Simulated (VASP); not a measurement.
# Al8O in VASP: a series of runs, part 2 of 2

VASP 6.6.1.

## Step 3: Single point, PBE

INCAR

```
SYSTEM = Al8O
PREC = Accurate
ENCUT = 520
EDIFF = 1E-7
ISMEAR = 0
SIGMA = 0.1
LREAL = .FALSE.
LASPH = .TRUE.
NELM = 80
ALGO = Normal
ISIF = 2
LWAVE = .FALSE.
LCHARG = .TRUE.
LDIPOL = .TRUE.
IDIPOL = 3
DIPOL = 0.5 0.5 0.416
GGA = PE
LELF = .TRUE.
LVHAR = .TRUE.
LVACPOTAV = .TRUE.
NBANDS = 25
```

KPOINTS

```
Automatic mesh
0
G
  9 9 1
  0 0 0
```

POSCAR

```
Al8O
1.0
    2.8535431553      0.0000000000      0.0000000000
   -1.4267715777      2.4712408633      0.0000000000
    0.0000000000      0.0000000000     31.9749292464
Al O
8 1
Direct
    0.3333333334      0.6666666667      0.1250980094
    0.0000000000      0.0000000000      0.1984481215
    0.6666666667      0.3333333333      0.2717982335
    0.0000000000      0.0000000000      0.3451483456
    0.3333333334      0.6666666667      0.4179223920
    0.0000000000      0.0000000000      0.4916598235
    0.6666666667      0.3333333333      0.5654146328
    0.0000000000      0.0000000000      0.6403432229
    0.1666666667      0.3333333333      0.6839906243
```

Potentials or basis: VASP PAW PBE potentials, release 64 (Al, O).

The run is started by

```sh
$ cat potpaw_PBE.64/Al/POTCAR potpaw_PBE.64/O/POTCAR > POTCAR
$ mpirun -np 1 vasp_std > vasp.out
```

OUTCAR:

```text
SYSTEM = Al8O
   PREC = Accurate
   ENCUT = 520
   EDIFF = 1E-7
   ISMEAR = 0
   LREAL = .FALSE.
   LASPH = .TRUE.
   NELM = 80
   ISIF = 2
   GGA = PE

 ion  position               nearest neighbor table
   1  0.333  0.667  0.125-   2 2.87   2 2.87   2 2.87
   2  0.000  0.000  0.198-   3 2.87   3 2.87   3 2.87   1 2.87   1 2.87   1 2.87
   3  0.667  0.333  0.272-   2 2.87   2 2.87   2 2.87   4 2.87   4 2.87   4 2.87
   4  0.000  0.000  0.345-   5 2.85   5 2.85   5 2.85   3 2.87   3 2.87   3 2.87
   5  0.333  0.667  0.418-   4 2.85   4 2.85   4 2.85   6 2.88   6 2.88   6 2.88
   6  0.000  0.000  0.492-   5 2.88   5 2.88   5 2.88   7 2.88   7 2.88   7 2.88
   7  0.667  0.333  0.565-   6 2.88   6 2.88   6 2.88   8 2.91   8 2.91   8 2.91
   8  0.000  0.000  0.640-   9 1.62   9 2.59   9 2.59   7 2.91   7 2.91   7 2.91
   9  0.167  0.333  0.684-   8 1.62   8 2.59   8 2.59

  LATTYP: Found a hexagonal cell.
 ALAT       =     2.8535431553
 C/A-ratio  =    11.2053427988

  Lattice vectors:

 A1 = (   2.8535431553,   0.0000000000,   0.0000000000)
 A2 = (  -1.4267715777,   2.4712408633,   0.0000000000)
[... 205 lines left out ...]
      3      -8.7006      2.00000
      4      -8.2012      2.00000
      5      -7.4569      2.00000
      6      -6.5874      2.00000
[... 661 lines left out ...]
     24       4.3576      0.00000
     25       4.5510      0.00000

 [... further k-points ...]

------------------------ aborting loop because EDIFF is reached ----------------------------------------

  FORCE on cell =-STRESS in cart. coord.  units (eV):
  Direction    XX          YY          ZZ          XY          YZ          ZX
  --------------------------------------------------------------------------------------
  -------------------------------------------------------------------------------------
  Total        0.3011878      1.5322668     -0.0126142     -0.0000000      4.2947417     -0.0000000
  in kB        2.1401234     10.8876928     -0.0896317     -0.0000000     30.5167671     -0.0000000
  external PRESSURE =       4.3127282 kB  Pullay stress =       0.0000000 kB

 VOLUME and BASIS-vectors are now :
 -----------------------------------------------------------------------------
  energy-cutoff  :      520.00
  volume of cell :      225.48
      direct lattice vectors                 reciprocal lattice vectors
     2.853543155  0.000000000  0.000000000     0.350441520  0.202327506  0.000000000
    -1.426771578  2.471240863  0.000000000     0.000000000  0.404655012  0.000000000
     0.000000000  0.000000000 31.974929246     0.000000000  0.000000000  0.031274502

 POSITION                                       TOTAL-FORCE (eV/Angst)
 -----------------------------------------------------------------------------------
      0.00000      1.64749      4.00000         0.000000     -0.002872     -0.095196
      0.00000      0.00000      6.34536        -0.000000      0.008192      0.037705
      1.42677      0.82375      8.69073        -0.000000      0.004531      0.036873
      0.00000      0.00000     11.03609        -0.000000      0.009559     -0.046717
      0.00000      1.64749     13.36304        -0.000000      0.003967      0.156918
      0.00000      0.00000     15.72079         0.000000     -0.016764     -0.080475
      1.42677      0.82375     18.07909         0.000000     -0.024026      0.181352
      0.00000      0.00000     20.47493         0.000000     -3.136383     -0.278834
      0.00000      0.82375     21.87055        -0.000000      3.153796      0.088375
 -----------------------------------------------------------------------------------
    total drift:                               -0.000000      0.000186      0.000516

  FREE ENERGIE OF THE ION-ELECTRON SYSTEM (eV)
  ---------------------------------------------------
  free  energy   TOTEN  =       -35.1887297739 eV

  energy  without entropy=      -35.1576973845  energy(sigma->0) =      -35.17321358

 vacuum level on the upper side and lower side of the slab        11.418         6.055
```

OSZICAR:

```text
N       E                     dE             d eps       ncg     rms          rms(c)
DAV:   1     0.103594859053E+03    0.10359E+03   -0.10614E+04  1258   0.930E+02
DAV:   2    -0.243302012172E+02   -0.12793E+03   -0.11749E+03  1631   0.163E+02
DAV:   3    -0.386061762315E+02   -0.14276E+02   -0.13956E+02  1736   0.519E+01
[... 28 lines left out ...]
DAV:  32    -0.351887274593E+02   -0.32431E-05   -0.16895E-06  1313   0.420E-03    0.954E-03
DAV:  33    -0.351887288573E+02   -0.13980E-05   -0.48238E-07  1255   0.258E-03    0.652E-03
DAV:  34    -0.351887292876E+02   -0.43032E-06   -0.71555E-08  1166   0.130E-03    0.562E-03
DAV:  35    -0.351887297098E+02   -0.42219E-06   -0.61012E-08   998   0.103E-03    0.426E-03
DAV:  36    -0.351887297739E+02   -0.64052E-07   -0.18606E-08   972   0.694E-04
   1 F= -.35188730E+02 E0= -.35173214E+02  d E =-.310324E-01
```

It took 3.8 min on 1 thread of Intel Xeon 6975P-C (Granite Rapids), shared host; peak memory 0.42 GiB.

Results:

```
Free energy            : -35.1887 eV
Largest force          : 3.155 eV/Å
Band gap on the k mesh : zero (bands 15 and 16 overlap by 2.84 eV)
```

Forces on the atoms (eV/Å):
```
Al   0.000 -0.003 -0.095
Al   0.000  0.008  0.038
Al   0.000  0.005  0.037
Al   0.000  0.010 -0.047
Al   0.000  0.004  0.157
Al   0.000 -0.017 -0.080
Al   0.000 -0.024  0.181
Al   0.000 -3.136 -0.279
O    0.000  3.154  0.088
```

Levels at points of the mesh, in eV from the Fermi level:
| k point | band 13 | band 14 | band 15 | band 16 | band 17 | band 18 |
| --- | --- | --- | --- | --- | --- | --- |
| (0.00, 0.00, 0.00) | -0.04 | 0.24 | 0.73 | 2.28 | 3.66 | 4.72 |

## Step 4: Single point, PBE

INCAR

```
PREC = Accurate
ENCUT = 520
EDIFF = 1E-7
ISMEAR = 0
SIGMA = 0.1
LREAL = False
LASPH = True
NELM = 80
ALGO = Normal
ISIF = 2
LWAVE = False
LCHARG = False
LDIPOL = True
IDIPOL = 3
DIPOL = 0.5 0.5 0.416
GGA = PE
NBANDS = 25
```

KPOINTS

```
Automatic mesh
0
Gamma
  9 9 1
```

POSCAR

```
Al8O
1.0
    2.8535431553      0.0000000000      0.0000000000
   -1.4267715777      2.4712408633      0.0000000000
    0.0000000000      0.0000000000     31.9749292464
Al O
8 1
Direct
    0.3333333333      0.6666666666      0.1250980094
    0.0000000000      0.0000000000      0.1984481215
    0.6666666667      0.3333333334      0.2717982335
    0.0000000000      0.0000000000      0.3451483456
    0.3333333333      0.6666666666      0.4179223920
    0.0000000000      0.0000000000      0.4916598235
    0.6666666667      0.3333333334      0.5654146328
    0.0000000000      0.0000000000      0.6403432229
    0.3333333333      0.1666666666      0.6839909817
```

Potentials or basis: VASP PAW PBE potentials, release 64 (Al, O).

The run is started by

```sh
$ cat potpaw_PBE.64/Al/POTCAR potpaw_PBE.64/O/POTCAR > POTCAR
$ mpirun -np 1 vasp_std > vasp.out
```

OUTCAR:

```text
PREC = Accurate
   ENCUT = 520
   EDIFF = 1E-7
   ISMEAR = 0
   LREAL = False
   LASPH = True
   NELM = 80
   ISIF = 2
   GGA = PE

 ion  position               nearest neighbor table
   1  0.333  0.667  0.125-   2 2.87   2 2.87   2 2.87
   2  0.000  0.000  0.198-   3 2.87   3 2.87   3 2.87   1 2.87   1 2.87   1 2.87
   3  0.667  0.333  0.272-   2 2.87   2 2.87   2 2.87   4 2.87   4 2.87   4 2.87
   4  0.000  0.000  0.345-   5 2.85   5 2.85   5 2.85   3 2.87   3 2.87   3 2.87
   5  0.333  0.667  0.418-   4 2.85   4 2.85   4 2.85   6 2.88   6 2.88   6 2.88
   6  0.000  0.000  0.492-   5 2.88   5 2.88   5 2.88   7 2.88   7 2.88   7 2.88
   7  0.667  0.333  0.565-   6 2.88   6 2.88   6 2.88   8 2.91   8 2.91   8 2.91
   8  0.000  0.000  0.640-   9 1.62   9 2.59   9 2.59   7 2.91   7 2.91   7 2.91
   9  0.333  0.167  0.684-   8 1.62   8 2.59   8 2.59

  LATTYP: Found a hexagonal cell.
 ALAT       =     2.8535431553
 C/A-ratio  =    11.2053427988

  Lattice vectors:

 A1 = (   2.8535431553,   0.0000000000,   0.0000000000)
 A2 = (  -1.4267715777,   2.4712408633,   0.0000000000)
 A3 = (   0.0000000000,   0.0000000000,  31.9749292464)

Analysis of symmetry for initial positions (statically):
[... 869 lines left out ...]

 [... further k-points ...]

------------------------ aborting loop because EDIFF is reached ----------------------------------------

 vacuum level on the upper side and lower side of the slab       (xc-potential included)         2.621        -2.714

  FORCE on cell =-STRESS in cart. coord.  units (eV):
  Direction    XX          YY          ZZ          XY          YZ          ZX
  --------------------------------------------------------------------------------------
  -------------------------------------------------------------------------------------
  Total        1.3518784      0.5725371      0.0682502      0.6749293      2.0294218      3.5150618
  in kB        9.6059226      4.0682264      0.4849595      4.7957856     14.4202835     24.9766638
  external PRESSURE =       4.7197028 kB  Pullay stress =       0.0000000 kB

 VOLUME and BASIS-vectors are now :
 -----------------------------------------------------------------------------
  energy-cutoff  :      520.00
  volume of cell :      225.48
      direct lattice vectors                 reciprocal lattice vectors
     2.853543155  0.000000000  0.000000000     0.350441520  0.202327506  0.000000000
    -1.426771578  2.471240863  0.000000000     0.000000000  0.404655012  0.000000000
     0.000000000  0.000000000 31.974929246     0.000000000  0.000000000  0.031274502

 POSITION                                       TOTAL-FORCE (eV/Angst)
 -----------------------------------------------------------------------------------
     -0.00000      1.64749      4.00000        -0.000077     -0.000045     -0.096448
      0.00000      0.00000      6.34536         0.008555      0.004939      0.036645
      1.42677      0.82375      8.69073        -0.013406     -0.007740      0.033090
      0.00000      0.00000     11.03609         0.007041      0.004065     -0.036103
     -0.00000      1.64749     13.36304        -0.002647     -0.001528      0.148297
      0.00000      0.00000     15.72079        -0.015660     -0.009041     -0.077711
      1.42677      0.82375     18.07909         0.099007      0.057162      0.159459
      0.00000      0.00000     20.47493        -2.726826     -1.574334     -0.256476
      0.71339      0.41187     21.87056         2.644013      1.526522      0.089245
 -----------------------------------------------------------------------------------
    total drift:                                0.000074      0.000043      0.000623

  FREE ENERGIE OF THE ION-ELECTRON SYSTEM (eV)
  ---------------------------------------------------
  free  energy   TOTEN  =       -35.1544556709 eV

  energy  without entropy=      -35.1223599373  energy(sigma->0) =      -35.13840780

 vacuum level on the upper side and lower side of the slab        11.403         5.949
```

stdout:

```text
POSCAR found type information on POSCAR AlO
 POSCAR found :  2 types and       9 ions
 scaLAPACK will be used
 LDA part: xc-table for (Slater+PW92), standard interpolation
 POSCAR, INCAR and KPOINTS ok, starting setup
 FFT: planning ... GRIDC
 FFT: planning ... GRID_SOFT
 FFT: planning ... GRID
 WAVECAR not read
 entering main loop
```

Wall time 3.5 min (1 thread of Intel Xeon 6975P-C (Granite Rapids), shared host); peak memory 0.42 GiB.

Results:

| Property | Result |
| --- | --- |
| Free energy | -35.1545 eV |
| Largest force | 3.159 eV/Å |
| Band gap on the k mesh | zero (bands 15 and 16 overlap by 2.82 eV) |

Forces on the atoms (eV/Å):
```
Al   0.000  0.000 -0.096
Al   0.009  0.005  0.037
Al  -0.013 -0.008  0.033
Al   0.007  0.004 -0.036
Al  -0.003 -0.002  0.148
Al  -0.016 -0.009 -0.078
Al   0.099  0.057  0.159
Al  -2.727 -1.574 -0.256
O    2.644  1.527  0.089
```

## Step 5: Overview

```csv
cell,gap on the mesh (eV),largest force (eV/Å)
"as given, atomic positions A",none,0.16
"as given, atomic positions B",none,3.16
"as given, atomic positions C",none,3.16
```

Alike in all rows: task single point; level PBE; potentials or basis VASP PAW PBE potentials, release 64 (Al, O); no spin polarisation; k mesh 9 × 9 × 1; cutoff (eV) 520; smearing gaussian 0.1 eV.

Total energies depend on the potentials used, so only differences within one code and one set of settings carry meaning.
